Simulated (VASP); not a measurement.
A run of VASP 6.6.1 is set up as follows.

INCAR

```
SYSTEM = Hf
ALGO = Normal ; EDIFF = 1E-6
ENCUT = 520 ; ISIF = 2
ISMEAR = -1 ; LASPH = .TRUE.
LCHARG = .FALSE. ; LREAL = .FALSE.
LWAVE = .FALSE. ; NBANDS = 11
NELM = 100 ; PREC = Accurate
SIGMA = 0.1
```

KPOINTS

```
k-points
0
G
  5 5 5
  0 0 0
```

POSCAR

```
Hf
1.0
    0.0000000000      2.1788922731      2.1788922731
    2.1788922731      0.0000000000      2.1788922731
    2.1788922731      2.1788922731      0.0000000000
Hf
1
Direct
    0.0000000000      0.0000000000      0.0000000000
```

Potentials or basis: VASP PAW LDA potentials, release 64 (Hf_pv).

Command:

```console
$ cat potpaw_LDA.64/Hf_pv/POTCAR > POTCAR
$ mpirun -np 1 vasp_std > vasp.out
```

Question: Predict the pressure.

Answer: 0.1 GPa.

Question: What does it give for the band gap on the k mesh?

Answer: Zero (band 5 reaches 6.54 eV, above the bottom of band 6 at 4.79 eV).

Caveat: the k points lie up to 0.50 Å⁻¹ apart; spin-orbit coupling is left out, which moves the levels of the heavy elements.
